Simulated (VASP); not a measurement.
Crystal: W.

```
W
1.0
     0.00000    2.77607    2.77607
     2.77607    0.00000    2.77607
     2.77607    2.77607    0.00000
W
2
Direct
  0.12500 0.12500 0.12500
  0.87500 0.87500 0.87500
```

This isn't the form of W at room conditions, which is bcc.

```yaml
Program: VASP 6.6.1
Task: relaxation of cell and atoms
Functional: PBEsol
Potentials_or_basis: VASP PAW PBE potentials, release 64 (W_sv)
Cutoff: 600 eV
k_mesh: 10 × 10 × 10
Occupations: fermi-dirac, width 0.1 eV
Spin: no spin polarisation
```

At the start: pressure 18.8 GPa; volume 21.39 Å³/atom.

**Question.** Where does the relaxation end?

**Answer.** Over 19 steps the energy falls by 139.4 meV/atom and the volume is 23.99 Å³/atom (+12.2 %); space group Fd-3m (No. 227, to 0.1 Å) before and after.

Step by step:
| step | energy change (eV) | largest force (eV/Å) | pressure (GPa) | volume (Å³) |
| --- | --- | --- | --- | --- |
| 1 | 0.0000 | 0.0000 | 18.84 | 42.79 |
| 2 | 0.6170 | 0.0000 | -19.23 | 60.34 |
| 3 | -0.2774 | 0.0000 | -1.09 | 48.39 |
| 4 | -0.2787 | 0.0000 | -0.13 | 48.03 |
| 5 | -0.2787 | 0.0000 | 0.17 | 47.92 |
| 6 | -0.2787 | 0.0000 | 0.19 | 47.93 |
| 7 | -0.2787 | 0.0000 | 0.16 | 47.93 |
| 8 | -0.2787 | 0.0000 | 0.15 | 47.93 |
| 9 | -0.2787 | 0.0000 | 0.15 | 47.93 |
| 10 | -0.2787 | 0.0000 | 0.15 | 47.93 |
| 11 | -0.2787 | 0.0000 | 0.15 | 47.93 |
| 12 | -0.2787 | 0.0000 | 0.16 | 47.93 |
| 13 | -0.2787 | 0.0000 | 0.16 | 47.93 |
| 14 | -0.2787 | 0.0000 | 0.18 | 47.94 |
| 15 | -0.2787 | 0.0000 | 0.14 | 47.94 |
| 16 | -0.2787 | 0.0000 | 0.11 | 47.95 |
| 17 | -0.2788 | 0.0000 | 0.07 | 47.97 |
| 18 | -0.2787 | 0.0000 | -0.13 | 48.02 |
| 19 | -0.2788 | 0.0000 | -0.06 | 47.99 |

Final structure:
```
W
1.0
     0.00000    2.88427    2.88427
     2.88427    0.00000    2.88427
     2.88427    2.88427    0.00000
W
2
Direct
  0.12500 0.12500 0.12500
  0.87500 0.87500 0.87500
```

Caveat: the PAW data sets were made with another functional, which shifts forces and pressure a little.
